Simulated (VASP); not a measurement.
Input of a VASP 6.6.1 run:

Contents of POSCAR:

```
Si
1.0
    2.5321100000      0.0000000000      0.0000000000
    0.0000000000      2.5321100000      0.0000000000
    0.0000000000      0.0000000000      2.5321100000
Si
1
Direct
    0.5000000000      0.5000000000      0.5000000000
```

File INCAR.step1:

```
SYSTEM = Si
PREC = Accurate ; ENCUT = 520
EDIFF = 1E-5 ; ISMEAR = -1
SIGMA = 0.05 ; LREAL = .FALSE.
LASPH = .TRUE. ; NELM = 60
ALGO = Normal ; ISIF = 2
LWAVE = .TRUE. ; LCHARG = .FALSE.
GGA = PE ; NBANDS = 8
```

File INCAR.step2:

```
SYSTEM = Si
PREC = Accurate ; ENCUT = 520
EDIFF = 1E-6 ; ISMEAR = -1
SIGMA = 0.05 ; LREAL = .FALSE.
LASPH = .TRUE. ; NELM = 60
ALGO = Normal ; ISIF = 2
LWAVE = .FALSE. ; LCHARG = .FALSE.
GGA = PE ; LHFCALC = .TRUE.
AEXX = 0.25 ; HFSCREEN = 0.2
PRECFOCK = Normal ; ISTART = 1
NBANDS = 8
```

The input KPOINTS:

```
regular mesh
0
G
  5 5 5
  0 0 0
```

Potentials or basis: VASP PAW PBE potentials, release 64 (Si).

Run with:

```sh
$ cat potpaw_PBE.64/Si/POTCAR > POTCAR
$ cp INCAR.step1 INCAR
$ mpirun -np 1 vasp_std > vasp.out
$ cp INCAR.step2 INCAR
$ mpirun -np 1 vasp_std > vasp.out
```

(1) Estimate the pressure.

(2) Estimate the band gap on the k mesh.

Answers

(1) 1.1 GPa.

(2) zero (band 2 reaches 16.50 eV, above the bottom of band 3 at 6.85 eV).

Caveat: the k points lie up to 0.50 Å⁻¹ apart; the PAW data sets were made with another functional, which shifts forces and pressure a little.
